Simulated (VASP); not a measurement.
# Ti3Ag (P4/mmm) in VASP: a series of runs, part 2 of 2

VASP 6.6.1. Earlier steps stand in the parts before.

**3. Electric field gradients, LDA**

The input, INCAR:

```
SYSTEM = Ti3Ag
PREC = Accurate ; ENCUT = 520
EDIFF = 1E-8 ; ISMEAR = -1
SIGMA = 0.08 ; LREAL = .False.
LASPH = .True. ; NELM = 100
ALGO = Normal ; ISIF = 2
LWAVE = .False. ; LCHARG = .False.
GGA = CA ; LEFG = .True.
NBANDS = 32
```

The input, KPOINTS:

```
Automatic mesh
0
Gamma
  9 9 9
  0 0 0
```

The input, POSCAR:

```
Ti3Ag
1.0
    4.1870000000      0.0000000000      0.0000000000
    0.0000000000      4.1870000000      0.0000000000
    0.0000000000      0.0000000000      3.9500000000
Ti Ag
3 1
Direct
    0.0000000000      0.5000000000      0.5000000000
    0.5000000000      0.0000000000      0.5000000000
    0.5000000000      0.5000000000      0.0000000000
    0.0000000000      0.0000000000      0.0000000000
```

Potentials or basis: VASP PAW LDA potentials, release 64 (Ti_sv, Ag).

On the command line:

```console
$ cat potpaw_LDA.64/Ti_sv/POTCAR potpaw_LDA.64/Ag/POTCAR > POTCAR
$ mpirun -np 1 vasp_std > vasp.out
```

OUTCAR:

```text
SYSTEM = Ti3Ag
   PREC = Accurate
   ENCUT = 520
   EDIFF = 1E-8
   ISMEAR = -1
   LREAL = .False.
   LASPH = .True.
   NELM = 100
   ISIF = 2
   GGA = CA

 ion  position               nearest neighbor table
   1  0.000  0.500  0.500-   3 2.88   4 2.88   3 2.88   4 2.88   4 2.88   4 2.88   3 2.88   3 2.88

   2  0.500  0.000  0.500-   3 2.88   4 2.88   3 2.88   4 2.88   3 2.88   3 2.88   4 2.88   4 2.88

   3  0.500  0.500  0.000-   1 2.88   2 2.88   1 2.88   2 2.88   2 2.88   2 2.88   1 2.88   1 2.88
                             4 2.96   4 2.96   4 2.96   4 2.96
   4  0.000  0.000  0.000-   1 2.88   2 2.88   1 2.88   2 2.88   1 2.88   1 2.88   2 2.88   2 2.88
                             3 2.96   3 2.96   3 2.96   3 2.96

  LATTYP: Found a simple tetragonal cell.
 ALAT       =     4.1870000000
 C/A-ratio  =     0.9433962264

  Lattice vectors:

 A1 = (   4.1870000000,   0.0000000000,   0.0000000000)
 A2 = (   0.0000000000,   4.1870000000,   0.0000000000)
 A3 = (   0.0000000000,   0.0000000000,   3.9500000000)

Analysis of symmetry for initial positions (statically):
=====================================================================
 Subroutine PRICEL returns:
 Original cell was already a primitive cell.

 Routine SETGRP: Setting up the symmetry group for a
 simple tetragonal supercell.

 Subroutine GETGRP returns: Found 16 space group operations
 (whereof 16 operations were pure point group operations)
 out of a pool of 16 trial point group operations.

The static configuration has the point symmetry D_4h.

[... 1011 lines left out ...]
 [... further k-points ...]

------------------------ aborting loop because EDIFF is reached ----------------------------------------

  FORCE on cell =-STRESS in cart. coord.  units (eV):
  Direction    XX          YY          ZZ          XY          YZ          ZX
  --------------------------------------------------------------------------------------
  -------------------------------------------------------------------------------------
  Total       -4.5385512     -4.5385512     -3.6142592      0.0000000     -0.0000000      0.0000000
  in kB     -105.0085855   -105.0085855    -83.6232152      0.0000000     -0.0000000      0.0000000
  external PRESSURE =     -97.8801287 kB  Pullay stress =       0.0000000 kB

 VOLUME and BASIS-vectors are now :
 -----------------------------------------------------------------------------
  energy-cutoff  :      520.00
  volume of cell :       69.25
      direct lattice vectors                 reciprocal lattice vectors
     4.187000000  0.000000000  0.000000000     0.238834488  0.000000000  0.000000000
     0.000000000  4.187000000  0.000000000     0.000000000  0.238834488  0.000000000
     0.000000000  0.000000000  3.950000000     0.000000000  0.000000000  0.253164557

 POSITION                                       TOTAL-FORCE (eV/Angst)
 -----------------------------------------------------------------------------------
      0.00000      2.09350      1.97500         0.000000      0.000000      0.000000
      2.09350      0.00000      1.97500         0.000000      0.000000      0.000000
      2.09350      2.09350      0.00000         0.000000      0.000000      0.000000
      0.00000      0.00000      0.00000         0.000000      0.000000      0.000000
 -----------------------------------------------------------------------------------
    total drift:                                0.000000     -0.000000     -0.000000

  FREE ENERGIE OF THE ION-ELECTRON SYSTEM (eV)
  ---------------------------------------------------
  free  energy   TOTEN  =       -29.0955212510 eV

  energy  without entropy=      -28.9385159097  energy(sigma->0) =      -29.01701858

 Electric field gradients (V/A^2)
---------------------------------------------------------------------
 ion       V_xx      V_yy      V_zz      V_xy      V_xz      V_yz
---------------------------------------------------------------------
   1       0.818    -0.962     0.143    -0.000     0.000    -0.000
   2      -0.962     0.818     0.143     0.000    -0.000    -0.000
   3       4.193     4.193    -8.386    -0.000    -0.000    -0.000
   4      -1.134    -1.134     2.269     0.000     0.000    -0.000
---------------------------------------------------------------------

 Electric field gradients after diagonalization (V/A^2)
 (convention: |V_zz| > |V_xx| > |V_yy|)
----------------------------------------------------------------------
 ion       V_xx      V_yy      V_zz     asymmetry (V_yy - V_xx)/ V_zz
----------------------------------------------------------------------
   1       0.818     0.143    -0.962       0.702
   2       0.818     0.143    -0.962       0.702
   3       4.193     4.193    -8.386       0.000
   4      -1.134    -1.134     2.269       0.000
----------------------------------------------------------------------

           NMR quadrupolar parameters

 Cq : quadrupolar parameter    Cq=e*Q*V_zz/h
 eta: asymmetry parameters     (V_yy - V_xx)/ V_zz
 Q  : nuclear electric quadrupole moment in mb (millibarn)
----------------------------------------------------------------------
 ion       Cq(MHz)       eta       Q (mb)
----------------------------------------------------------------------
   1      -0.002       0.702       1.000
   2      -0.002       0.702       1.000
   3      -0.020       0.000       1.000
   4       0.005       0.000       1.000
----------------------------------------------------------------------
```

stdout:

```text
POSCAR found type information on POSCAR TiAg
 POSCAR found :  2 types and       4 ions
 scaLAPACK will be used
 LDA part: xc-table for (Slater(with rela. corr.)+CA(PZ))
 , standard interpolation
 POSCAR, INCAR and KPOINTS ok, starting setup
 FFT: planning ... GRIDC
 FFT: planning ... GRID_SOFT
 FFT: planning ... GRID
 WAVECAR not read
 entering main loop
ion   1

ion   2

ion   3

ion   4
```

It took 2 min on 1 thread of Intel Xeon Platinum 8259CL at 2.50GHz (Skylake/Cascade Lake), shared host; peak memory 0.26 GiB.

What came out:

* Free energy: -29.0955 eV
* Pressure: -9.8 GPa
* Band gap on the k mesh: zero (an odd number of electrons rules out a gap without spin polarisation)
* Largest electric field gradient by atom: Ti -1.0, -8.4 (each value once); Ag +2.3 V/Å²

Stress tensor (GPa, compression positive):
```
-10.50   0.00   0.00
  0.00 -10.50   0.00
  0.00   0.00  -8.36
```

Electric field gradients, principal values (V/Å²):
```tsv
atom	least	middle	greatest (by size)
1 Ti	0.143	0.818	-0.962
2 Ti	0.143	0.818	-0.962
3 Ti	4.193	4.193	-8.386
4 Ag	-1.134	-1.134	2.269
```

Caveat: the cell stands under tension; without QUAD_EFG the Cq values of the log hold for a quadrupole moment of 1 mb, not for the nuclei.
